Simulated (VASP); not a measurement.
# AlN (P1) in VASP: single point with PBEsol

Aim: the single point of AlN with PBEsol.

All numbers are computed with VASP 6.6.1; they aren't measurements. Logs are shortened: lines on timing, memory, paths and dates and some standing lists are left out, and cuts for length are marked.

### Step 1. The cell of the first run

The typed cell holds 12 atoms: a = 2.860 Å, b = 2.860 Å, c = 14.310 Å, α = 79.44°, β = 80.41°, γ = 60.00°.

### Step 2. Single point, PBEsol (the part above a cut slid along it)

Contents of INCAR:

```
ALGO = Normal
EDIFF = 1E-6
ENCUT = 520
GGA = PS
ISIF = 2
ISMEAR = 0
LASPH = True
LCHARG = True
LELF = True
LREAL = False
LVHAR = True
LWAVE = False
NBANDS = 36
NELM = 80
PREC = Accurate
SIGMA = 0.05
```

Contents of KPOINTS:

```
k-points
0
Gamma
  9 9 2
```

Contents of POSCAR:

```
AlN
1.0
    2.0226209166     -2.0226209166      0.0000000000
    2.0226209166      0.0000000000     -2.0226209166
   10.4502080691      7.0791732081      6.7420697220
Al N
6 6
Direct
    0.5208333333      0.4722222222      0.2916666667
   -0.0625000000     -0.0833333333      0.1250000000
    0.1041666667      0.0277777778      0.4583333333
    0.2708333333      0.1388888889      0.7916666667
    0.6875000000      0.5833333333      0.6250000000
   -0.1458333333     -0.3055555556      0.9583333333
    0.8125000000     -0.2500000000      0.3750000000
    0.2291666667      0.1944444444      0.2083333333
    0.3958333333      0.3055555556      0.5416666667
    0.5625000000      0.4166666667      0.8750000000
   -0.0208333333     -0.1388888889      0.7083333333
    0.6458333333      0.6388888889      0.0416666667
```

Potentials or basis: VASP PAW PBE potentials, release 64 (Al, N).

The run is started by

```console
$ cat potpaw_PBE.64/Al/POTCAR potpaw_PBE.64/N/POTCAR > POTCAR
$ mpirun -np 1 vasp_std > vasp.out
```

OUTCAR:

```text
EDIFF = 1E-6
   ENCUT = 520
   GGA = PS
   ISIF = 2
   ISMEAR = 0
   LASPH = True
   LREAL = False
   NELM = 80
   PREC = Accurate

 ion  position               nearest neighbor table
   1  0.521  0.472  0.292-   7 2.02   7 2.02   7 2.02   8 2.02   8 2.02   8 2.02   3 2.86   3 2.86
                             3 2.86   2 2.86   2 2.86   2 2.86
   2  0.938  0.917  0.125-   8 2.02  12 2.02   8 2.02  12 2.02  12 2.02   8 2.02   6 2.65   1 2.86
                             1 2.86   1 2.86   6 2.90   6 3.13
   3  0.104  0.028  0.458-   7 2.02   7 2.02   7 2.02   9 2.02   9 2.02   9 2.02   1 2.86   1 2.86
                             1 2.86   5 2.86   5 2.86   5 2.86
   4  0.271  0.139  0.792-  10 2.02  10 2.02  10 2.02  11 2.02  11 2.02  11 2.02   6 2.86   6 2.86
                             6 2.86   5 2.86   5 2.86   5 2.86
   5  0.688  0.583  0.625-   9 2.02   9 2.02  11 2.02  11 2.02  11 2.02   9 2.02   4 2.86   3 2.86
                             3 2.86   4 2.86   3 2.86   4 2.86
   6  0.854  0.694  0.958-  12 1.26  10 2.02  10 2.02  10 2.02   2 2.65   4 2.86   4 2.86   4 2.86
                             2 2.90   2 3.13
   7  0.812  0.750  0.375-   1 2.02   3 2.02   3 2.02   1 2.02   1 2.02   3 2.02
   8  0.229  0.194  0.208-   2 2.02   2 2.02   2 2.02   1 2.02   1 2.02   1 2.02
   9  0.396  0.306  0.542-   5 2.02   5 2.02   5 2.02   3 2.02   3 2.02   3 2.02
  10  0.562  0.417  0.875-   6 2.02   4 2.02   6 2.02   4 2.02   4 2.02   6 2.02
  11  0.979  0.861  0.708-   5 2.02   5 2.02   5 2.02   4 2.02   4 2.02   4 2.02
  12  0.646  0.639  0.042-   6 1.26   2 2.02   2 2.02   2 2.02

 -----------------------------------------------------------------------------
|                                                                             |
|           W    W    AA    RRRRR   N    N  II  N    N   GGGG   !!!           |
|           W    W   A  A   R    R  NN   N  II  NN   N  G    G  !!!           |
|           W    W  A    A  R    R  N N  N  II  N N  N  G       !!!           |
|           W WW W  AAAAAA  RRRRR   N  N N  II  N  N N  G  GGG   !            |
|           WW  WW  A    A  R   R   N   NN  II  N   NN  G    G                |
|           W    W  A    A  R    R  N    N  II  N    N   GGGG   !!!           |
|                                                                             |
|     The distance between some ions is very small. Please check the          |
|     nearest-neighbor list in the OUTCAR file.                               |
|     I HOPE YOU KNOW WHAT YOU ARE DOING!                                     |
|                                                                             |
 -----------------------------------------------------------------------------

  LATTYP: Found a triclinic cell.
 ALAT       =     4.9543891888
 B/A-ratio  =     0.5773502692
 C/A-ratio  =     3.1637413389
 COS(alpha) =     0.0152074766
 COS(beta)  =     0.2370610994
 COS(gamma) =     0.8660254038

  Lattice vectors:

 A1 = (   2.0226209166,  -4.0452418332,   2.0226209166)
 A2 = (   0.0000000000,  -2.0226209166,   2.0226209166)
 A3 = (  -2.3597244027, -11.1244150413, -10.7873115552)

Analysis of symmetry for initial positions (statically):
=====================================================================
 Subroutine PRICEL returns:
 Original cell was already a primitive cell.

 Routine SETGRP: Setting up the symmetry group for a
 triclinic supercell.

 Subroutine GETGRP returns: Found  1 space group operations
 (whereof  1 operations were pure point group operations)
 out of a pool of  2 trial point group operations.

The static configuration has the point symmetry C_1 .

Analysis of symmetry for dynamics (positions and initial velocities):
=====================================================================
 Subroutine PRICEL returns:
 Original cell was already a primitive cell.

 Routine SETGRP: Setting up the symmetry group for a
 triclinic supercell.

 Subroutine GETGRP returns: Found  1 space group operations
 (whereof  1 operations were pure point group operations)
 out of a pool of  2 trial point group operations.

The dynamic configuration has the point symmetry C_1 .

 Subroutine INISYM returns: Found  1 space group operations
 (whereof  1 operations are pure point group operations),
 and found     1 'primitive' translations

----------------------------------------------------------------------------------------

                                     Primitive cell

  volume of cell :      99.2944

[... 55 lines left out ...]
  Shift w.r.t. Gamma in fractional coordinates (k-lattice)
     0.000000000  0.000000000  0.000000000

 Subroutine IBZKPT returns following result:
 ===========================================

 Found     82 irreducible k-points:

 Following reciprocal coordinates:
            Coordinates               Weight
  0.000000  0.000000  0.000000      1.000000
  0.111111  0.000000 -0.000000      2.000000
  0.222222  0.000000  0.000000      2.000000
  0.333333  0.000000 -0.000000      2.000000
  0.444444  0.000000  0.000000      2.000000
  0.000000  0.111111  0.000000      2.000000
[... 16 lines left out ...]
 -0.111111  0.222222  0.000000      2.000000
  0.000000  0.333333 -0.000000      2.000000
 [... further k-points ...]
   k-points           NKPTS =     82   k-points in BZ     NKDIM =     82   number of bands    NBANDS=     36
   number of dos      NEDOS =    301   number of ions     NIONS =     12
   total plane-waves  NPLWV =  62208
   dimension x,y,z NGX =    24 NGY =   24 NGZ =  108
   dimension x,y,z NGXF=    48 NGYF=   48 NGZF=  216
   ions per type =               6   6
   NGX,Y,Z   is equivalent  to a cutoff of  13.95, 13.95, 12.55 a.u.
   NGXF,Y,Z  is equivalent  to a cutoff of  27.90, 27.90, 25.09 a.u.
 SYSTEM =  unknown system
   PREC   = accura    normal or accurate (medium, high low for compatibility)
   ISTART =      0    job   : 0-new  1-cont  2-samecut
   ICHARG =      2    charge: 1-file 2-atom 10-const
   ISPIN  =      1    spin polarized calculation?
   LNONCOLLINEAR =      F non collinear calculations
   LSORBIT =      F    spin-orbit coupling
   LASPH  =      T    aspherical Exc in radial PAW
   ENCUT  =  520.0 eV  38.22 Ry    6.18 a.u.   5.32  5.32 26.61*2*pi/ulx,y,z
   NELM   =     80;   NELMIN=  2; NELMDL= -5     # of ELM steps
   EDIFF  = 0.1E-05   stopping-criterion for ELM
   LREAL  =      F    real-space projection
   EDIFFG = 0.1E-04   stopping-criterion for IOM
   NSW    =      0    number of steps for IOM
   IBRION =     -1    ionic relax: 0-MD 1-quasi-New 2-CG
   NFREE  =      0    steps in history (QN), initial steepest desc. (CG)
   ISIF   =      2    stress and relaxation
   ISYM   =      2    0-nonsym 1-usesym 2-fastsym
   POTIM  = 0.5000    time-step for ionic-motion
   TEBEG  =    0.0;   TEEND  =   0.0 temperature during run
   PSTRESS=    0.0 pullay stress
   NELECT =      48.0000    total number of electrons
   NUPDOWN=      -1.0000    fix difference up-down
   EMIN   =  10.00;   EMAX   =-10.00  energy-range for DOS
   EFERMI =   0.00;   METHOD = LEGACY
   ISMEAR =     0;   SIGMA  =   0.05  broadening in eV -4-tet -1-fermi 0-gaus
   EFERMI_NEDOS =   21; number of points for ismear=-14 and -15
   IALGO  =     38    algorithm
   IMIX   =      4    mixing-type and parameters
     AMIX     =   0.40;   BMIX     =  1.00
     AMIX_MAG =   1.60;   BMIX_MAG =  1.00
  volume/ion in A,a.u.               =       8.27        55.84
  Fermi-wavevector in a.u.,A,eV,Ry     =   1.284834  2.427984 22.460474  1.650798
  Thomas-Fermi vector in A             =   2.417004
   LORBIT       =      0    0 simple, 1 ext, 2 COOP (PROOUT), +10 PAW based schemes
   GGA     = PS    functional components
   LHFCALC =     F    Hartree Fock is set to
   AEXX    =    0.0000 exact exchange contribution
   IVDW    =     0    specifies the selected vdW correction
   LEPSILON=     F    determine dielectric tensor
   LRPA    =     F    only Hartree local field effects (RPA)
 non-spin polarized calculation
 Gauss-broadening in eV      SIGMA  =   0.05
  energy-cutoff  :      520.00
  volume of cell :       99.29
 maximum number of plane-waves:      2693
 NGX is ok and might be reduce to    24
   NGX = 11   NGY = 11   NGZ = 53

 number of electron      47.9999994 magnetization

 Free energy of the ion-electron system (eV)
  ---------------------------------------------------
  ext. energy  EPLUGINS =         0.00000000
  ---------------------------------------------------
  free energy    TOTEN  =       -83.75045076 eV

  energy without entropy =      -83.75045076  energy(sigma->0) =      -83.75045076

 E-fermi :  10.1478     XC(G=0): -12.3923

 val. band max:        9.9347210872   @ k =   0.0000   0.0000   0.0000
 cond. band min:      13.7362448350   @ k =   0.4444   0.0000   0.0000
 fundamental gap:      3.8015237479
 Fermi energy:        10.1477595105

 k-point     1 :       0.0000    0.0000    0.0000
  band No.  band energies     occupation
      1      -7.8942      2.00000
      2      -7.2492      2.00000
      3      -6.9499      2.00000
      4      -5.7384      2.00000
      5      -5.5100      2.00000
      6      -4.3592      2.00000
[... 925 lines left out ...]
     35      20.0810      0.00000
     36      20.5313      0.00000

 [... further k-points ...]

------------------------ aborting loop because EDIFF is reached ----------------------------------------

  FORCE on cell =-STRESS in cart. coord.  units (eV):
  Direction    XX          YY          ZZ          XY          YZ          ZX
  --------------------------------------------------------------------------------------
  -------------------------------------------------------------------------------------
  Total        6.4590474     36.2035021     16.7048773     12.7983159     23.6133290      6.7652165
  in kB      104.2207823    584.1662175    269.5436739    206.5088561    381.0158755    109.1610118
  external PRESSURE =     319.3102246 kB  Pullay stress =       0.0000000 kB

 VOLUME and BASIS-vectors are now :
 -----------------------------------------------------------------------------
  energy-cutoff  :      520.00
  volume of cell :       99.29
      direct lattice vectors                 reciprocal lattice vectors
     2.022620917 -2.022620917  0.000000000     0.144202339 -0.350205680  0.144202339
     2.022620917  0.000000000 -2.022620917     0.137335561  0.137335561 -0.357072458
    10.450208069  7.079173208  6.742069722     0.041200668  0.041200668  0.041200668

 POSITION                                       TOTAL-FORCE (eV/Angst)
 -----------------------------------------------------------------------------------
      5.05655      1.01131      1.01131        -0.191366     -0.184633     -0.190111
      5.05655     -1.01131     -1.01131        -0.068868     -0.236779     -0.250297
      5.05655      3.03393      3.03393        -0.185490     -0.185228     -0.185345
      9.10179      5.05655      5.05655        -0.150184     -0.201371     -0.170550
      9.10179      3.03393      3.03393        -0.187565     -0.185108     -0.184869
     13.14704      5.05655      5.05655       -12.432503    -35.996675    -24.025938
      7.07917      1.01131      1.01131         0.178856      0.189602      0.183793
      3.03393      1.01131      1.01131         0.109971      0.226143      0.165837
      7.07917      3.03393      3.03393         0.182517      0.184676      0.186147
     11.12442      5.05655      5.05655        -0.182642      0.211666      0.350443
     11.12442      3.03393      3.03393         0.167059      0.169434      0.191729
      3.03393     -1.01131     -1.01131        12.760214     36.008273     23.929161
 -----------------------------------------------------------------------------------
    total drift:                                0.000270      0.001453      0.000836

  FREE ENERGIE OF THE ION-ELECTRON SYSTEM (eV)
  ---------------------------------------------------
  free  energy   TOTEN  =       -83.7504507601 eV

  energy  without entropy=      -83.7504507601  energy(sigma->0) =      -83.75045076
```

It took 3.9 min on 1 thread of Intel Xeon 6975P-C (Granite Rapids), shared host; peak memory 0.36 GiB.

Results:

```yaml
Free_energy: -83.7505 eV
Pressure: 31.9 GPa
Largest_force: 45.078 eV/Å
Band_gap_on_the_k_mesh: 3.80 eV (least direct gap 4.40 eV)
```

Forces in eV/Å, atoms in the order of the input:
```
Al   -0.191  -0.185  -0.190
Al   -0.069  -0.237  -0.250
Al   -0.185  -0.185  -0.185
Al   -0.150  -0.201  -0.171
Al   -0.188  -0.185  -0.185
Al  -12.433 -35.997 -24.026
N     0.179   0.190   0.184
N     0.110   0.226   0.166
N     0.183   0.185   0.186
N    -0.183   0.212   0.350
N     0.167   0.169   0.192
N    12.760  36.008  23.929
```

Stress tensor (GPa, compression positive):
```
10.42 20.65 10.92
20.65 58.42 38.10
10.92 38.10 26.95
```

Levels at points of the mesh, in eV from the valence-band top:
```csv
k point,band 21,band 22,band 23,band 24,band 25,band 26,band 27,band 28
"(0.00, 0.00, 0.00)",-0.41,-0.18,-0.01,0.00,4.40,5.74,6.05,6.32
"(0.00, 0.00, 0.50)",-0.43,-0.36,-0.01,0.00,4.48,5.74,6.01,6.21
```

Caveat: the cell differs from its parent crystal (the part above a cut slid along it); atoms lie so close that the PAW spheres overlap strongly, which falsifies energies and pressures; the stress differs along the axes, from 10 to 58 GPa; the PAW data sets were made with another functional, which shifts forces and pressure a little.
